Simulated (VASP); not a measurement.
# BeAl2 (Fd-3m) in VASP: relaxation of cell and atoms with PBE

Aim: the relaxation of cell and atoms of BeAl2 with PBE.

All numbers are computed with VASP 6.6.1; they aren't measurements. Logs are shortened: lines on timing, memory, paths and dates and some standing lists are left out, and cuts for length are marked.

## 1. The cell of the first run

The structure is cubic, space group Fd-3m (No. 227). Conventional cell: a = 7.272 Å, b = 7.272 Å, c = 7.272 Å, α = 90.00°, β = 90.00°, γ = 90.00°. Within 4.0 Å of Be (site symmetry -43m) lie 12 Al at 3.01 Å and 4 Be at 3.15 Å. Within 3.4 Å of Al (site symmetry -3m) lie 6 Al at 2.57 Å and 6 Be at 3.01 Å.

## 2. Relaxation of cell and atoms, PBE

INCAR reads:

```
  PREC = Accurate
  ENCUT = 600
  EDIFF = 1E-6
  ISMEAR = 0
  SIGMA = 0.1
  LREAL = False
  LASPH = True
  NELM = 60
  ALGO = Normal
  ISIF = 3
  LWAVE = False
  LCHARG = False
  GGA = PE
  IBRION = 2
  NSW = 100
  EDIFFG = -0.01
```

KPOINTS reads:

```
Automatic mesh
0
Gamma
  10 10 10
```

POSCAR reads:

```
BeAl2
1.0
    0.0000000000      3.6358598122      3.6358598122
    3.6358598122      0.0000000000      3.6358598122
    3.6358598122      3.6358598122      0.0000000000
Be Al
2 4
Direct
    0.5000000000      0.5000000000      0.5000000000
    0.7500000000      0.7500000000      0.7500000000
    0.1250000000      0.1250000000      0.1250000000
    0.6250000000      0.1250000000      0.1250000000
    0.1250000000      0.1250000000      0.6250000000
    0.1250000000      0.6250000000      0.1250000000
```

Potentials or basis: VASP PAW PBE potentials, release 64 (Be, Al).

Started as:

```bash
> cat potpaw_PBE.64/Be/POTCAR potpaw_PBE.64/Al/POTCAR > POTCAR
> mpirun -np 1 vasp_std > vasp.out
```

OUTCAR:

```text
PREC = Accurate
   ENCUT = 600
   EDIFF = 1E-6
   ISMEAR = 0
   LREAL = False
   LASPH = True
   NELM = 60
   ISIF = 3
   GGA = PE
   IBRION = 2
   NSW = 100
   EDIFFG = -0.01

 ion  position               nearest neighbor table
   1  0.500  0.500  0.500-
   2  0.750  0.750  0.750-
   3  0.125  0.125  0.125-   4 2.57   5 2.57   6 2.57   5 2.57   6 2.57   4 2.57
   4  0.625  0.125  0.125-   3 2.57   5 2.57   6 2.57   3 2.57   5 2.57   6 2.57
   5  0.125  0.125  0.625-   3 2.57   3 2.57   4 2.57   6 2.57   6 2.57   4 2.57
   6  0.125  0.625  0.125-   3 2.57   5 2.57   3 2.57   4 2.57   5 2.57   4 2.57

  LATTYP: Found a face centered cubic cell.
 ALAT       =     7.2717196244

  Lattice vectors:

 A1 = (   0.0000000000,   3.6358598122,   3.6358598122)
 A2 = (   3.6358598122,   0.0000000000,   3.6358598122)
 A3 = (   3.6358598122,   3.6358598122,   0.0000000000)

Analysis of symmetry for initial positions (statically):
=====================================================================
 Subroutine PRICEL returns:
 Original cell was already a primitive cell.

 Routine SETGRP: Setting up the symmetry group for a
 face centered cubic supercell.

 Subroutine GETGRP returns: Found 48 space group operations
 (whereof 24 operations were pure point group operations)
 out of a pool of 48 trial point group operations.

The static configuration has the point symmetry T_d .
 The point group associated with its full space group is O_h .

Analysis of symmetry for dynamics (positions and initial velocities):
=====================================================================
 Subroutine PRICEL returns:
 Original cell was already a primitive cell.

 Routine SETGRP: Setting up the symmetry group for a
 face centered cubic supercell.

 Subroutine GETGRP returns: Found 48 space group operations
 (whereof 24 operations were pure point group operations)
 out of a pool of 48 trial point group operations.

The dynamic configuration has the point symmetry T_d .
 The point group associated with its full space group is O_h .

 Subroutine INISYM returns: Found 48 space group operations
 (whereof 24 operations are pure point group operations),
 and found     1 'primitive' translations

----------------------------------------------------------------------------------------

                                     Primitive cell

  volume of cell :      96.1283

  direct lattice vectors                    reciprocal lattice vectors
     0.000000000  3.635859812  3.635859812    -0.137519053  0.137519053  0.137519053
     3.635859812  0.000000000  3.635859812     0.137519053 -0.137519053  0.137519053
     3.635859812  3.635859812  0.000000000     0.137519053  0.137519053 -0.137519053

  length of vectors
     5.141882257  5.141882257  5.141882257     0.238189988  0.238189988  0.238189988

  position of ions in fractional coordinates (direct lattice)
     0.500000000  0.500000000  0.500000000
     0.750000000  0.750000000  0.750000000
     0.125000000  0.125000000  0.125000000
     0.625000000  0.125000000  0.125000000
     0.125000000  0.125000000  0.625000000
     0.125000000  0.625000000  0.125000000

  ion indices of the primitive-cell ions
   primitive index   ion index
                 1           1
                 2           2
                 3           3
                 4           4
                 5           5
                 6           6

----------------------------------------------------------------------------------------

 KPOINTS: Automatic mesh

Automatic generation of k-mesh.
 Grid dimensions read from file:
 generate k-points for:   10   10   10

[... 86 lines left out ...]
  Thomas-Fermi vector in A             =   2.023498
   LORBIT       =      0    0 simple, 1 ext, 2 COOP (PROOUT), +10 PAW based schemes
   GGA     = PE    functional components
   LHFCALC =     F    Hartree Fock is set to
   AEXX    =    0.0000 exact exchange contribution
   IVDW    =     0    specifies the selected vdW correction
   LEPSILON=     F    determine dielectric tensor
   LRPA    =     F    only Hartree local field effects (RPA)
 conjugate gradient relaxation of ions
 non-spin polarized calculation
 Gauss-broadening in eV      SIGMA  =   0.10
  energy-cutoff  :      600.00
  volume of cell :       96.13
 maximum number of plane-waves:      3250
 NGX is ok and might be reduce to    42
   NGX = 21   NGY = 21   NGZ = 21

--------------------------------------- Ionic step        1  -------------------------------------------

 number of electron      16.0000000 magnetization

 Free energy of the ion-electron system (eV)
  ---------------------------------------------------
  ext. energy  EPLUGINS =         0.00000000
  ---------------------------------------------------
  free energy    TOTEN  =       -18.74270724 eV

  energy without entropy =      -18.72899000  energy(sigma->0) =      -18.73584862

------------------------ aborting loop because EDIFF is reached ----------------------------------------

  FORCE on cell =-STRESS in cart. coord.  units (eV):
  Direction    XX          YY          ZZ          XY          YZ          ZX
  --------------------------------------------------------------------------------------
  -------------------------------------------------------------------------------------
  Total       -0.1327589     -0.1327589     -0.1327589      0.0000000      0.0000000     -0.0000000
  in kB       -2.2127023     -2.2127023     -2.2127023      0.0000000      0.0000000     -0.0000000
  external PRESSURE =      -2.2127023 kB  Pullay stress =       0.0000000 kB

 VOLUME and BASIS-vectors are now :
 -----------------------------------------------------------------------------
  energy-cutoff  :      600.00
  volume of cell :       96.13
      direct lattice vectors                 reciprocal lattice vectors
     0.000000000  3.635859812  3.635859812    -0.137519053  0.137519053  0.137519053
     3.635859812  0.000000000  3.635859812     0.137519053 -0.137519053  0.137519053
     3.635859812  3.635859812  0.000000000     0.137519053  0.137519053 -0.137519053

 POSITION                                       TOTAL-FORCE (eV/Angst)
 -----------------------------------------------------------------------------------
      3.63586      3.63586      3.63586         0.000000      0.000000      0.000000
      5.45379      5.45379      5.45379        -0.000000     -0.000000     -0.000000
      0.90896      0.90896      0.90896         0.000000      0.000000     -0.000000
      0.90896      2.72689      2.72689         0.000000      0.000000     -0.000000
      2.72689      2.72689      0.90896         0.000000      0.000000     -0.000000
      2.72689      0.90896      2.72689         0.000000      0.000000     -0.000000
 -----------------------------------------------------------------------------------
    total drift:                               -0.000000     -0.000000      0.000000

  FREE ENERGIE OF THE ION-ELECTRON SYSTEM (eV)
  ---------------------------------------------------
  free  energy   TOTEN  =       -18.7427072407 eV

  energy  without entropy=      -18.7289899995  energy(sigma->0) =      -18.73584862

--------------------------------------- Ionic step        2  -------------------------------------------

 number of electron      16.0000000 magnetization

 Free energy of the ion-electron system (eV)
  ---------------------------------------------------
  ext. energy  EPLUGINS =         0.00000000
  ---------------------------------------------------
  free energy    TOTEN  =       -18.74291843 eV

  energy without entropy =      -18.72916024  energy(sigma->0) =      -18.73603933

 E-fermi :   6.2978     XC(G=0):  -9.6904

 val. band max:        6.2624242061   @ k =  -0.2000   0.1000   0.0000
 cond. band min:       6.3170282891   @ k =   0.4000   0.2000   0.1000
 fundamental gap:      0.0546040830
 Fermi energy:         6.2977560620

 k-point     1 :       0.0000    0.0000    0.0000
  band No.  band energies     occupation
      1      -4.2747      2.00000
      2       1.7538      2.00000
      3       3.6466      2.00000
      4       3.6466      2.00000
      5       3.6466      2.00000
      6       4.3980      2.00000
      7       4.3980      2.00000
      8       4.3980      2.00000
      9       4.4084      2.00000
     10       6.6370      0.00000
     11       6.6370      0.00000
     12       6.6370      0.00000
[... 331 lines left out ...]
 k-point    24 :       0.4000    0.3000    0.0000
  band No.  band energies     occupation
      1      -3.0283      2.00000
      2      -0.5318      2.00000
      3       0.9988      2.00000
      4       1.6368      2.00000
      5       2.0835      2.00000
      6       2.7762      2.00000
      7       6.4801      0.00994
      8       6.8638      0.00000
      9       7.9286      0.00000
     10       8.0963      0.00000
     11       8.6402      0.00000
     12       9.1518      0.00000

 [... further k-points ...]

------------------------ aborting loop because EDIFF is reached ----------------------------------------

  FORCE on cell =-STRESS in cart. coord.  units (eV):
  Direction    XX          YY          ZZ          XY          YZ          ZX
  --------------------------------------------------------------------------------------
  -------------------------------------------------------------------------------------
  Total        0.0012691      0.0012691      0.0012691      0.0000000      0.0000000     -0.0000000
  in kB        0.0212206      0.0212206      0.0212206      0.0000000      0.0000000     -0.0000000
  external PRESSURE =       0.0212206 kB  Pullay stress =       0.0000000 kB

 VOLUME and BASIS-vectors are now :
 -----------------------------------------------------------------------------
  energy-cutoff  :      600.00
  volume of cell :       95.82
      direct lattice vectors                 reciprocal lattice vectors
     0.000000000  3.631978748  3.631978748    -0.137666004  0.137666004  0.137666004
     3.631978748  0.000000000  3.631978748     0.137666004 -0.137666004  0.137666004
     3.631978748  3.631978748 -0.000000000     0.137666004  0.137666004 -0.137666004

 POSITION                                       TOTAL-FORCE (eV/Angst)
 -----------------------------------------------------------------------------------
      3.63198      3.63198      3.63198        -0.000000     -0.000000     -0.000000
      5.44797      5.44797      5.44797         0.000000      0.000000      0.000000
      0.90799      0.90799      0.90799        -0.000000      0.000000      0.000000
      0.90799      2.72398      2.72398        -0.000000      0.000000      0.000000
      2.72398      2.72398      0.90799        -0.000000      0.000000      0.000000
      2.72398      0.90799      2.72398        -0.000000      0.000000      0.000000
 -----------------------------------------------------------------------------------
    total drift:                               -0.000000     -0.000000      0.000000

  FREE ENERGIE OF THE ION-ELECTRON SYSTEM (eV)
  ---------------------------------------------------
  free  energy   TOTEN  =       -18.7429184260 eV

  energy  without entropy=      -18.7291602430  energy(sigma->0) =      -18.73603933

 reached required accuracy - stopping structural energy minimisation
```

Run time: 47 s. Hardware: 1 thread of Intel Xeon 6975P-C (Granite Rapids), shared host; peak memory 0.28 GiB.

What came out:

* Free energy: -18.7429 eV
* Relaxed volume: 15.97 Å³/atom
* Relaxed cell: a = 5.136 Å, b = 5.136 Å, c = 5.136 Å, α = 60.00°, β = 60.00°, γ = 60.00°
* Space group after relaxing (to 0.1 Å): Fd-3m (No. 227)
* Energy gained by relaxing: 0.0 meV/atom
* Ionic steps: 2
* Pressure after relaxing: 0.0 GPa
* Band gap on the k mesh: zero (bands 8 and 9 overlap by 3.85 eV)

The path:
```tsv
step	energy change (eV)	largest force (eV/Å)	pressure (GPa)	volume (Å³)
1	0.0000	0.0000	-0.22	96.13
2	-0.0002	0.0000	0.00	95.82
```

Final structure:
```
CELL_PARAMETERS angstrom
0.00000 3.63198 3.63198
3.63198 0.00000 3.63198
3.63198 3.63198 0.00000
ATOMIC_POSITIONS crystal
Be 0.50000 0.50000 0.50000
Be 0.75000 0.75000 0.75000
Al 0.12500 0.12500 0.12500
Al 0.62500 0.12500 0.12500
Al 0.12500 0.12500 0.62500
Al 0.12500 0.62500 0.12500
```
